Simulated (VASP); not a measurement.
# In3Se (P4/mmm) in VASP: single point with PBE+D3(BJ)

Aim: the single point of In3Se with PBE+D3(BJ).

Everything below comes from runs of VASP 6.6.1. Logs are shortened: lines on timing, memory, paths and dates and some standing lists are left out, and cuts for length are marked.

## Step 1: The cell of the first run

It takes space group P4/mmm (No. 123, tetragonal). The conventional cell has a = 5.053 Å, b = 5.053 Å, c = 4.701 Å, α = 90.00°, β = 90.00°, γ = 90.00°. In (site symmetry mmm) has 8 In at 3.45 to 3.57 Å and 4 Se at 3.45 Å within 4.5 Å. In (site symmetry 4/mmm) has 8 In at 3.45 Å and 4 Se at 3.57 Å within 4.5 Å. Within 4.5 Å of Se (site symmetry 4/mmm) lie 12 In at 3.45 to 3.57 Å.

## Step 2: Single point, PBE+D3(BJ)

Input file INCAR:

```
SYSTEM = In3Se
ALGO = Normal
EDIFF = 1E-6
ENCUT = 520
GGA = PE
ISIF = 2
ISMEAR = 0
IVDW = 12
LASPH = .True.
LCHARG = .False.
LREAL = .False.
LWAVE = .False.
NBANDS = 30
NELM = 80
PREC = Accurate
SIGMA = 0.15
```

Input file KPOINTS:

```
k-points
0
Gamma
  8 8 8
  0 0 0
```

Input file POSCAR:

```
In3Se
1.0
    5.0533710525      0.0000000000      0.0000000000
    0.0000000000      5.0533710525      0.0000000000
    0.0000000000      0.0000000000      4.7008102814
In Se
3 1
Direct
    0.0000000000      0.5000000000      0.5000000000
    0.5000000000      0.0000000000      0.5000000000
    0.5000000000      0.5000000000      0.0000000000
    0.0000000000      0.0000000000      0.0000000000
```

Potentials or basis: VASP PAW PBE potentials, release 64 (In_d, Se).

The run is started by

```
$ cat potpaw_PBE.64/In_d/POTCAR potpaw_PBE.64/Se/POTCAR > POTCAR
$ mpirun -np 1 vasp_std > vasp.out
```

OUTCAR:

```text
SYSTEM = In3Se
   EDIFF = 1E-6
   ENCUT = 520
   GGA = PE
   ISIF = 2
   ISMEAR = 0
   IVDW = 12
   LASPH = .True.
   LREAL = .False.
   NELM = 80
   PREC = Accurate
 IVDW          = 12

 ion  position               nearest neighbor table
   1  0.000  0.500  0.500-   3 3.45   3 3.45   3 3.45   3 3.45   2 3.57   2 3.57   2 3.57   2 3.57

   2  0.500  0.000  0.500-   3 3.45   3 3.45   3 3.45   3 3.45   1 3.57   1 3.57   1 3.57   1 3.57

   3  0.500  0.500  0.000-   1 3.45   2 3.45   1 3.45   2 3.45   2 3.45   2 3.45   1 3.45   1 3.45

   4  0.000  0.000  0.000-

  LATTYP: Found a simple tetragonal cell.
 ALAT       =     5.0533710525
 C/A-ratio  =     0.9302325581

  Lattice vectors:

 A1 = (   5.0533710525,   0.0000000000,   0.0000000000)
 A2 = (   0.0000000000,   5.0533710525,   0.0000000000)
 A3 = (   0.0000000000,   0.0000000000,   4.7008102814)

Analysis of symmetry for initial positions (statically):
=====================================================================
 Subroutine PRICEL returns:
 Original cell was already a primitive cell.

 Routine SETGRP: Setting up the symmetry group for a
 simple tetragonal supercell.

 Subroutine GETGRP returns: Found 16 space group operations
 (whereof 16 operations were pure point group operations)
 out of a pool of 16 trial point group operations.

The static configuration has the point symmetry D_4h.

Analysis of symmetry for dynamics (positions and initial velocities):
=====================================================================
 Subroutine PRICEL returns:
 Original cell was already a primitive cell.

 Routine SETGRP: Setting up the symmetry group for a
 simple tetragonal supercell.

 Subroutine GETGRP returns: Found 16 space group operations
 (whereof 16 operations were pure point group operations)
 out of a pool of 16 trial point group operations.

The dynamic configuration has the point symmetry D_4h.

 Subroutine INISYM returns: Found 16 space group operations
 (whereof 16 operations are pure point group operations),
 and found     1 'primitive' translations

----------------------------------------------------------------------------------------

                                     Primitive cell

  volume of cell :     120.0425

  direct lattice vectors                    reciprocal lattice vectors
     5.053371053  0.000000000  0.000000000     0.197887705  0.000000000  0.000000000
     0.000000000  5.053371053  0.000000000     0.000000000  0.197887705  0.000000000
     0.000000000  0.000000000  4.700810281     0.000000000  0.000000000  0.212729283

  length of vectors
     5.053371053  5.053371053  4.700810281     0.197887705  0.197887705  0.212729283

  position of ions in fractional coordinates (direct lattice)
     0.000000000  0.500000000  0.500000000
     0.500000000  0.000000000  0.500000000
     0.500000000  0.500000000  0.000000000
     0.000000000  0.000000000  0.000000000

  ion indices of the primitive-cell ions
   primitive index   ion index
                 1           1
                 2           2
                 3           3
                 4           4

----------------------------------------------------------------------------------------

 KPOINTS: k-points

Automatic generation of k-mesh.
 Grid dimensions read from file:
 generate k-points for:    8    8    8

 Generating k-lattice:

  Cartesian coordinates                     Fractional coordinates (reciprocal lattice)
     0.024735963  0.000000000  0.000000000     0.125000000  0.000000000  0.000000000
     0.000000000  0.024735963  0.000000000     0.000000000  0.125000000  0.000000000
     0.000000000  0.000000000  0.026591160     0.000000000  0.000000000  0.125000000

  Length of vectors
     0.024735963  0.024735963  0.026591160

  Shift w.r.t. Gamma in fractional coordinates (k-lattice)
     0.000000000  0.000000000  0.000000000

 Subroutine IBZKPT returns following result:
 ===========================================

 Found     75 irreducible k-points:

 Following reciprocal coordinates:
            Coordinates               Weight
  0.000000  0.000000  0.000000      1.000000
  0.125000  0.000000  0.000000      4.000000
  0.250000  0.000000  0.000000      4.000000
  0.375000  0.000000  0.000000      4.000000
  0.500000  0.000000  0.000000      2.000000
  0.125000  0.125000  0.000000      4.000000
[... 16 lines left out ...]
  0.375000  0.125000  0.125000     16.000000
  0.500000  0.125000  0.125000      8.000000
 [... further k-points ...]
   k-points           NKPTS =     75   k-points in BZ     NKDIM =     75   number of bands    NBANDS=     30
   number of dos      NEDOS =    301   number of ions     NIONS =      4
   total plane-waves  NPLWV =  57600
   dimension x,y,z NGX =    40 NGY =   40 NGZ =   36
   dimension x,y,z NGXF=    80 NGYF=   80 NGZF=   72
   ions per type =               3   1
   NGX,Y,Z   is equivalent  to a cutoff of  13.16, 13.16, 12.73 a.u.
   NGXF,Y,Z  is equivalent  to a cutoff of  26.32, 26.32, 25.46 a.u.
 SYSTEM =  In3Se
   PREC   = accura    normal or accurate (medium, high low for compatibility)
   ISTART =      0    job   : 0-new  1-cont  2-samecut
   ICHARG =      2    charge: 1-file 2-atom 10-const
   ISPIN  =      1    spin polarized calculation?
   LNONCOLLINEAR =      F non collinear calculations
   LSORBIT =      F    spin-orbit coupling
   LASPH  =      T    aspherical Exc in radial PAW
   ENCUT  =  520.0 eV  38.22 Ry    6.18 a.u.   9.40  9.40  8.74*2*pi/ulx,y,z
   NELM   =     80;   NELMIN=  2; NELMDL= -5     # of ELM steps
   EDIFF  = 0.1E-05   stopping-criterion for ELM
   LREAL  =      F    real-space projection
   EDIFFG = 0.1E-04   stopping-criterion for IOM
   NSW    =      0    number of steps for IOM
   IBRION =     -1    ionic relax: 0-MD 1-quasi-New 2-CG
   NFREE  =      0    steps in history (QN), initial steepest desc. (CG)
   ISIF   =      2    stress and relaxation
   ISYM   =      2    0-nonsym 1-usesym 2-fastsym
   POTIM  = 0.5000    time-step for ionic-motion
   TEBEG  =    0.0;   TEEND  =   0.0 temperature during run
   PSTRESS=    0.0 pullay stress
   NELECT =      45.0000    total number of electrons
   NUPDOWN=      -1.0000    fix difference up-down
   EMIN   =  10.00;   EMAX   =-10.00  energy-range for DOS
   EFERMI =   0.00;   METHOD = LEGACY
   ISMEAR =     0;   SIGMA  =   0.15  broadening in eV -4-tet -1-fermi 0-gaus
   EFERMI_NEDOS =   21; number of points for ismear=-14 and -15
   IALGO  =     38    algorithm
   IMIX   =      4    mixing-type and parameters
     AMIX     =   0.40;   BMIX     =  1.00
     AMIX_MAG =   1.60;   BMIX_MAG =  1.00
  volume/ion in A,a.u.               =      30.01       202.52
  Fermi-wavevector in a.u.,A,eV,Ry     =   1.180413  2.230657 18.958014  1.393375
  Thomas-Fermi vector in A             =   2.316706
   LORBIT       =      0    0 simple, 1 ext, 2 COOP (PROOUT), +10 PAW based schemes
   GGA     = PE    functional components
   LHFCALC =     F    Hartree Fock is set to
   AEXX    =    0.0000 exact exchange contribution
   IVDW    =    12    specifies the selected vdW correction
   LEPSILON=     F    determine dielectric tensor
   LRPA    =     F    only Hartree local field effects (RPA)
 non-spin polarized calculation
 Gauss-broadening in eV      SIGMA  =   0.15
  energy-cutoff  :      520.00
  volume of cell :      120.04
 maximum number of plane-waves:      3266
 NGX is ok and might be reduce to    40
   NGX = 19   NGY = 19   NGZ = 17

 number of electron      45.0000007 magnetization

 Free energy of the ion-electron system (eV)
  ---------------------------------------------------
  ext. energy  EPLUGINS =         0.00000000
  ---------------------------------------------------
  free energy    TOTEN  =       -11.59677414 eV

  energy without entropy =      -11.57835945  energy(sigma->0) =      -11.58756679

 E-fermi :   5.1276     XC(G=0):  -9.3779

 val. band max:        5.1013146928   @ k =   0.3750   0.0000   0.0000
 cond. band min:       5.1439741020   @ k =   0.3750   0.3750   0.1250
 fundamental gap:      0.0426594092
 Fermi energy:         5.1276192564

 k-point     1 :       0.0000    0.0000    0.0000
  band No.  band energies     occupation
      1      -9.5922      2.00000
      2      -9.5922      2.00000
      3      -9.5662      2.00000
      4      -9.5378      2.00000
      5      -9.5107      2.00000
      6      -9.4367      2.00000
[... 22 lines left out ...]
     29      10.1845      0.00000
     30      11.5016      0.00000

 k-point     2 :       0.1250    0.0000    0.0000
  band No.  band energies     occupation
      1      -9.5910      2.00000
      2      -9.5802      2.00000
      3      -9.5577      2.00000
      4      -9.5292      2.00000
      5      -9.5077      2.00000
      6      -9.4319      2.00000
[... 22 lines left out ...]
     29      10.5667      0.00000
     30      11.9056      0.00000

 k-point     3 :       0.2500    0.0000    0.0000
  band No.  band energies     occupation
      1      -9.5880      2.00000
      2      -9.5461      2.00000
      3      -9.5350      2.00000
      4      -9.5055      2.00000
      5      -9.5005      2.00000
      6      -9.4176      2.00000
[... 22 lines left out ...]
     29      11.1712      0.00000
     30      11.5630      0.00000

 k-point     4 :       0.3750    0.0000    0.0000
  band No.  band energies     occupation
      1      -9.5850      2.00000
      2      -9.5092      2.00000
      3      -9.4964      2.00000
      4      -9.4909      2.00000
      5      -9.4750      2.00000
      6      -9.3961      2.00000
[... 616 lines left out ...]
     29       9.6381      0.00000
     30      11.5273      0.00000

 k-point    23 :       0.3750    0.1250    0.1250
  band No.  band energies     occupation
      1      -9.5658      2.00000
      2      -9.5152      2.00000
      3      -9.4862      2.00000
      4      -9.4779      2.00000
      5      -9.4711      2.00000
      6      -9.4089      2.00000
[... 22 lines left out ...]
     29       9.3816      0.00000
     30      11.1197      0.00000

 k-point    24 :       0.5000    0.1250    0.1250
  band No.  band energies     occupation
      1      -9.5644      2.00000
      2      -9.4963      2.00000
      3      -9.4742      2.00000
      4      -9.4705      2.00000
      5      -9.4589      2.00000
      6      -9.3965      2.00000
[... 22 lines left out ...]
     29       9.8958      0.00000
     30       9.9490      0.00000

 [... further k-points ...]

------------------------ aborting loop because EDIFF is reached ----------------------------------------

 Edisp (eV)   -1.17738

 E8    (eV) :    -0.5642

  FORCE on cell =-STRESS in cart. coord.  units (eV):
  Direction    XX          YY          ZZ          XY          YZ          ZX
  --------------------------------------------------------------------------------------
  -------------------------------------------------------------------------------------
  Total      -3.17117    -3.17117    -2.78877     0.00000     0.00000     0.00000
  in kB     -42.32479   -42.32479   -37.22108     0.00000     0.00000     0.00000
  external pressure =      -40.62 kB  Pullay stress =        0.00 kB

 VOLUME and BASIS-vectors are now :
 -----------------------------------------------------------------------------
  energy-cutoff  :      520.00
  volume of cell :      120.04
      direct lattice vectors                 reciprocal lattice vectors
     5.053371053  0.000000000  0.000000000     0.197887705  0.000000000  0.000000000
     0.000000000  5.053371053  0.000000000     0.000000000  0.197887705  0.000000000
     0.000000000  0.000000000  4.700810281     0.000000000  0.000000000  0.212729283

 POSITION                                       TOTAL-FORCE (eV/Angst)
 -----------------------------------------------------------------------------------
      0.00000      2.52669      2.35041         0.000000      0.000000      0.000000
      2.52669      0.00000      2.35041         0.000000      0.000000      0.000000
      2.52669      2.52669      0.00000         0.000000      0.000000      0.000000
      0.00000      0.00000      0.00000         0.000000      0.000000      0.000000
 -----------------------------------------------------------------------------------
    total drift:                               -0.000000     -0.000000     -0.000000

  FREE ENERGIE OF THE ION-ELECTRON SYSTEM (eV)
  ---------------------------------------------------
  free  energy   TOTEN  =       -12.7741541835 eV

  energy  without entropy=      -12.7557394878  energy(sigma->0) =      -12.76494684
```

Run time: 3.7 min. Hardware: 1 thread of AMD EPYC 7R43 (Zen 3), shared host; peak memory 0.34 GiB.

Results:

```yaml
Free_energy: -12.7742 eV
Pressure: -4.1 GPa
Band_gap_on_the_k_mesh: zero (an odd number of electrons rules out a gap without spin polarisation)
Dispersion_energy_per_atom: -0.294 eV
```

Caveat: the cell stands under tension; spin-orbit coupling is left out, which moves the levels of the heavy elements.

The gap in the log of VASP goes by the Fermi energy; the results here count the filled bands.